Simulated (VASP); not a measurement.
# SnSe2 (P-3m1) in VASP: single point with PBE

Aim: the single point of SnSe2 with PBE.

Everything below comes from runs of VASP 6.6.1. Logs are shortened: lines on timing, memory, paths and dates and some standing lists are left out, and cuts for length are marked.

## Step 1: The cell of the first run

It takes space group P-3m1 (No. 164, trigonal). The conventional cell has a = 3.758 Å, b = 3.758 Å, c = 5.749 Å, α = 90.00°, β = 90.00°, γ = 120.00°. Within 3.5 Å of Sn (site symmetry -3m) lie 6 Se at 2.68 Å. Within 3.5 Å of Se (site symmetry 3m) lie 3 Sn at 2.68 Å and 3 Se at 3.39 Å.

## Step 2: Single point, PBE

INCAR

```
PREC = Accurate ; ENCUT = 520
EDIFF = 1E-6 ; ISMEAR = 0
SIGMA = 0.01 ; LREAL = F
LASPH = T ; NELM = 60
ALGO = Normal ; ISIF = 2
LWAVE = F ; LCHARG = F
GGA = PE ; NBANDS = 20
```

KPOINTS

```
regular mesh
0
Gamma
  12 12 8
```

POSCAR

```
SnSe2
1.0
    3.7576830000      0.0000000000      0.0000000000
   -1.8788420000      3.2542490000      0.0000000000
    0.0000000000      0.0000000000      5.7489440000
Sn Se
1 2
Direct
    0.0000000000      0.0000000000      0.0000000000
    0.3333330000      0.6666670000      0.2734020000
    0.6666670000      0.3333330000      0.7265980000
```

Potentials or basis: VASP PAW PBE potentials, release 64 (Sn_d, Se).

On the command line:

```sh
> cat potpaw_PBE.64/Sn_d/POTCAR potpaw_PBE.64/Se/POTCAR > POTCAR
> mpirun -np 1 vasp_std > vasp.out
```

OUTCAR:

```text
PREC = Accurate
   ENCUT = 520
   EDIFF = 1E-6
   ISMEAR = 0
   LREAL = F
   LASPH = T
   NELM = 60
   ISIF = 2
   GGA = PE

 ion  position               nearest neighbor table
   1  0.000  0.000  0.000-   2 2.68   3 2.68   3 2.68   2 2.68   3 2.68   2 2.68
   2  0.333  0.667  0.273-   1 2.68   1 2.68   1 2.68
   3  0.667  0.333  0.727-   1 2.68   1 2.68   1 2.68

  LATTYP: Found a hexagonal cell.
 ALAT       =     3.7576830000
 C/A-ratio  =     1.5299172389

  Lattice vectors:

 A1 = (   3.7576830000,   0.0000000000,   0.0000000000)
 A2 = (  -1.8788420000,   3.2542490000,   0.0000000000)
 A3 = (   0.0000000000,   0.0000000000,   5.7489440000)

Analysis of symmetry for initial positions (statically):
=====================================================================
 Subroutine PRICEL returns:
 Original cell was already a primitive cell.

 Routine SETGRP: Setting up the symmetry group for a
 hexagonal supercell.

 Subroutine GETGRP returns: Found 12 space group operations
 (whereof 12 operations were pure point group operations)
 out of a pool of 24 trial point group operations.

The static configuration has the point symmetry D_3d.

Analysis of symmetry for dynamics (positions and initial velocities):
=====================================================================
 Subroutine PRICEL returns:
 Original cell was already a primitive cell.

 Routine SETGRP: Setting up the symmetry group for a
 hexagonal supercell.

 Subroutine GETGRP returns: Found 12 space group operations
 (whereof 12 operations were pure point group operations)
 out of a pool of 24 trial point group operations.

The dynamic configuration has the point symmetry D_3d.

 Subroutine INISYM returns: Found 12 space group operations
 (whereof 12 operations are pure point group operations),
 and found     1 'primitive' translations

----------------------------------------------------------------------------------------

                                     Primitive cell

  volume of cell :      70.3006

  direct lattice vectors                    reciprocal lattice vectors
     3.757683000  0.000000000  0.000000000     0.266121437  0.153645321  0.000000000
    -1.878842000  3.254249000  0.000000000     0.000000000  0.307290561  0.000000000
     0.000000000  0.000000000  5.748944000     0.000000000  0.000000000  0.173944989

  length of vectors
     3.757683000  3.757683304  5.748944000     0.307290586  0.307290561  0.173944989

  position of ions in fractional coordinates (direct lattice)
     0.000000000  0.000000000  0.000000000
     0.333333000  0.666667000  0.273402000
     0.666667000  0.333333000  0.726598000

  ion indices of the primitive-cell ions
   primitive index   ion index
                 1           1
                 2           2
                 3           3

----------------------------------------------------------------------------------------

 KPOINTS: regular mesh

Automatic generation of k-mesh.
 Grid dimensions read from file:
 generate k-points for:   12   12    8

 Generating k-lattice:

  Cartesian coordinates                     Fractional coordinates (reciprocal lattice)
     0.022176786  0.012803777  0.000000000     0.083333333  0.000000000  0.000000000
     0.000000000  0.025607547  0.000000000     0.000000000  0.083333333  0.000000000
     0.000000000  0.000000000  0.021743124     0.000000000  0.000000000  0.125000000

  Length of vectors
     0.025607549  0.025607547  0.021743124

  Shift w.r.t. Gamma in fractional coordinates (k-lattice)
     0.000000000  0.000000000  0.000000000

 Subroutine IBZKPT returns following result:
 ===========================================

 Found    131 irreducible k-points:

 Following reciprocal coordinates:
            Coordinates               Weight
  0.000000  0.000000  0.000000      1.000000
  0.083333 -0.000000  0.000000      6.000000
  0.166667 -0.000000  0.000000      6.000000
  0.250000  0.000000  0.000000      6.000000
  0.333333  0.000000  0.000000      6.000000
  0.416667 -0.000000  0.000000      6.000000
[... 16 lines left out ...]
  0.166667 -0.000000  0.125000      6.000000
  0.000000  0.166667  0.125000      6.000000
 [... further k-points ...]
   k-points           NKPTS =    131   k-points in BZ     NKDIM =    131   number of bands    NBANDS=     20
   number of dos      NEDOS =    301   number of ions     NIONS =      3
   total plane-waves  NPLWV =  37632
   dimension x,y,z NGX =    28 NGY =   28 NGZ =   48
   dimension x,y,z NGXF=    56 NGYF=   56 NGZF=   96
   ions per type =               1   2
   NGX,Y,Z   is equivalent  to a cutoff of  12.39, 12.39, 13.88 a.u.
   NGXF,Y,Z  is equivalent  to a cutoff of  24.78, 24.78, 27.76 a.u.
 SYSTEM =  unknown system
   PREC   = accura    normal or accurate (medium, high low for compatibility)
   ISTART =      0    job   : 0-new  1-cont  2-samecut
   ICHARG =      2    charge: 1-file 2-atom 10-const
   ISPIN  =      1    spin polarized calculation?
   LNONCOLLINEAR =      F non collinear calculations
   LSORBIT =      F    spin-orbit coupling
   LASPH  =      T    aspherical Exc in radial PAW
   ENCUT  =  520.0 eV  38.22 Ry    6.18 a.u.   6.99  6.99 10.69*2*pi/ulx,y,z
   NELM   =     60;   NELMIN=  2; NELMDL= -5     # of ELM steps
   EDIFF  = 0.1E-05   stopping-criterion for ELM
   LREAL  =      F    real-space projection
   EDIFFG = 0.1E-04   stopping-criterion for IOM
   NSW    =      0    number of steps for IOM
   IBRION =     -1    ionic relax: 0-MD 1-quasi-New 2-CG
   NFREE  =      0    steps in history (QN), initial steepest desc. (CG)
   ISIF   =      2    stress and relaxation
   ISYM   =      2    0-nonsym 1-usesym 2-fastsym
   POTIM  = 0.5000    time-step for ionic-motion
   TEBEG  =    0.0;   TEEND  =   0.0 temperature during run
   PSTRESS=    0.0 pullay stress
   NELECT =      26.0000    total number of electrons
   NUPDOWN=      -1.0000    fix difference up-down
   EMIN   =  10.00;   EMAX   =-10.00  energy-range for DOS
   EFERMI =   0.00;   METHOD = LEGACY
   ISMEAR =     0;   SIGMA  =   0.01  broadening in eV -4-tet -1-fermi 0-gaus
   EFERMI_NEDOS =   21; number of points for ismear=-14 and -15
   IALGO  =     38    algorithm
   IMIX   =      4    mixing-type and parameters
     AMIX     =   0.40;   BMIX     =  1.00
     AMIX_MAG =   1.60;   BMIX_MAG =  1.00
  volume/ion in A,a.u.               =      23.43       158.14
  Fermi-wavevector in a.u.,A,eV,Ry     =   1.175113  2.220641 18.788155  1.380890
  Thomas-Fermi vector in A             =   2.311499
   LORBIT       =      0    0 simple, 1 ext, 2 COOP (PROOUT), +10 PAW based schemes
   GGA     = PE    functional components
   LHFCALC =     F    Hartree Fock is set to
   AEXX    =    0.0000 exact exchange contribution
   IVDW    =     0    specifies the selected vdW correction
   LEPSILON=     F    determine dielectric tensor
   LRPA    =     F    only Hartree local field effects (RPA)
 non-spin polarized calculation
 Gauss-broadening in eV      SIGMA  =   0.01
  energy-cutoff  :      520.00
  volume of cell :       70.30
 maximum number of plane-waves:      1914
   NGX = 13   NGY = 13   NGZ = 21

 number of electron      25.9999996 magnetization

 Free energy of the ion-electron system (eV)
  ---------------------------------------------------
  ext. energy  EPLUGINS =         0.00000000
  ---------------------------------------------------
  free energy    TOTEN  =       -11.61941099 eV

  energy without entropy =      -11.61941099  energy(sigma->0) =      -11.61941099

 E-fermi :   5.7566     XC(G=0): -10.0022

 val. band max:        5.6164506867   @ k =   0.0833   0.0833   0.0000
 cond. band min:       5.8334420113   @ k =   0.0000   0.4167   0.3750
 fundamental gap:      0.2169913247
 Fermi energy:         5.7565828745

 k-point     1 :       0.0000    0.0000    0.0000
  band No.  band energies     occupation
      1     -16.0555      2.00000
      2     -16.0555      2.00000
      3     -16.0119      2.00000
      4     -15.9967      2.00000
      5     -15.9967      2.00000
      6      -9.0526      2.00000
[... 12 lines left out ...]
     19      14.4390      0.00000
     20      14.4390      0.00000

 k-point     2 :       0.0833   -0.0000    0.0000
  band No.  band energies     occupation
      1     -16.0590      2.00000
      2     -16.0524      2.00000
      3     -16.0097      2.00000
      4     -15.9988      2.00000
      5     -15.9964      2.00000
      6      -8.9793      2.00000
[... 12 lines left out ...]
     19      13.6689      0.00000
     20      14.4394      0.00000

 k-point     3 :       0.1667   -0.0000    0.0000
  band No.  band energies     occupation
      1     -16.0695      2.00000
      2     -16.0448      2.00000
      3     -16.0067      2.00000
      4     -16.0005      2.00000
      5     -15.9948      2.00000
      6      -8.7636      2.00000
[... 12 lines left out ...]
     19      13.2687      0.00000
     20      14.4439      0.00000

 k-point     4 :       0.2500    0.0000    0.0000
  band No.  band energies     occupation
      1     -16.0853      2.00000
      2     -16.0368      2.00000
      3     -16.0127      2.00000
      4     -15.9913      2.00000
      5     -15.9902      2.00000
      6      -8.4200      2.00000
[... 12 lines left out ...]
     19      13.4503      0.00000
     20      14.9017      0.00000

 k-point     5 :       0.3333    0.0000    0.0000
  band No.  band energies     occupation
      1     -16.1020      2.00000
      2     -16.0321      2.00000
      3     -16.0189      2.00000
      4     -15.9821      2.00000
      5     -15.9810      2.00000
      6      -7.9830      2.00000
[... 12 lines left out ...]
     19      14.4218      0.00000
     20      15.9455      0.00000
[... 353 lines left out ...]
      6      -8.9361      2.00000
[... 12 lines left out ...]
     19      13.8643      0.00000
     20      14.5477      0.00000

 k-point    22 :       0.0000    0.0833    0.1250
  band No.  band energies     occupation
      1     -16.0590      2.00000
      2     -16.0524      2.00000
      3     -16.0096      2.00000
      4     -15.9988      2.00000
      5     -15.9964      2.00000
      6      -8.9360      2.00000
[... 12 lines left out ...]
     19      13.6846      0.00000
     20      14.0470      0.00000

 k-point    23 :       0.1667   -0.0000    0.1250
  band No.  band energies     occupation
      1     -16.0696      2.00000
      2     -16.0448      2.00000
      3     -16.0066      2.00000
      4     -16.0005      2.00000
      5     -15.9948      2.00000
      6      -8.7215      2.00000
[... 12 lines left out ...]
     19      13.7146      0.00000
     20      14.3145      0.00000

 k-point    24 :       0.0000    0.1667    0.1250
  band No.  band energies     occupation
      1     -16.0695      2.00000
      2     -16.0448      2.00000
      3     -16.0067      2.00000
      4     -16.0004      2.00000
      5     -15.9948      2.00000
      6      -8.7208      2.00000
[... 12 lines left out ...]
     19      13.0773      0.00000
     20      14.1021      0.00000

 [... further k-points ...]

------------------------ aborting loop because EDIFF is reached ----------------------------------------

  FORCE on cell =-STRESS in cart. coord.  units (eV):
  Direction    XX          YY          ZZ          XY          YZ          ZX
  --------------------------------------------------------------------------------------
  -------------------------------------------------------------------------------------
  Total        3.5704175      3.5704176      3.5910770     -0.0000005     -0.0000000      0.0000000
  in kB       81.3711750     81.3711781     81.8420116     -0.0000125     -0.0000000      0.0000000
  external PRESSURE =      81.5281216 kB  Pullay stress =       0.0000000 kB

 VOLUME and BASIS-vectors are now :
 -----------------------------------------------------------------------------
  energy-cutoff  :      520.00
  volume of cell :       70.30
      direct lattice vectors                 reciprocal lattice vectors
     3.757683000  0.000000000  0.000000000     0.266121437  0.153645321  0.000000000
    -1.878842000  3.254249000  0.000000000     0.000000000  0.307290561  0.000000000
     0.000000000  0.000000000  5.748944000     0.000000000  0.000000000  0.173944989

 POSITION                                       TOTAL-FORCE (eV/Angst)
 -----------------------------------------------------------------------------------
      0.00000      0.00000      0.00000        -0.000000      0.000000      0.000000
     -0.00000      2.16950      1.57177         0.000000      0.000000      0.349604
      1.87884      1.08475      4.17717        -0.000000      0.000000     -0.349604
 -----------------------------------------------------------------------------------
    total drift:                                0.000000      0.000000      0.000000

  FREE ENERGIE OF THE ION-ELECTRON SYSTEM (eV)
  ---------------------------------------------------
  free  energy   TOTEN  =       -11.6194109945 eV

  energy  without entropy=      -11.6194109945  energy(sigma->0) =      -11.61941099
```

It took 3.4 min on 1 thread of Intel Xeon Platinum 8259CL at 2.50GHz (Skylake/Cascade Lake), shared host; peak memory 0.31 GiB.

Results:

| Property | Result |
| --- | --- |
| Free energy | -11.6194 eV |
| Pressure | 8.2 GPa |
| Largest force | 0.350 eV/Å |
| Band gap on the k mesh | 0.22 eV (least direct gap 0.92 eV) |

Forces in eV/Å, atoms in the order of the input:
```
Sn   0.000  0.000  0.000
Se   0.000  0.000  0.350
Se   0.000  0.000 -0.350
```

Levels at points of the mesh, in eV from the valence-band top:
```csv
k point,band 11,band 12,band 13,band 14,band 15,band 16
"(0.00, 0.00, 0.00)",-0.86,-0.86,-0.14,0.79,2.79,4.47
"(0.50, 0.00, 0.00)",-3.15,-2.26,-0.53,1.15,3.34,4.56
"(0.00, 0.00, 0.50)",-1.20,-0.47,-0.47,2.65,2.69,3.92
"(0.50, 0.00, 0.50)",-2.30,-1.49,-1.42,0.62,3.64,4.35
```

Caveat: the cell stands under pressure; semilocal functionals underestimate gaps, and a narrow one can read as zero; spin-orbit coupling is left out, which moves the levels of the heavy elements. A k mesh can miss the band edges.
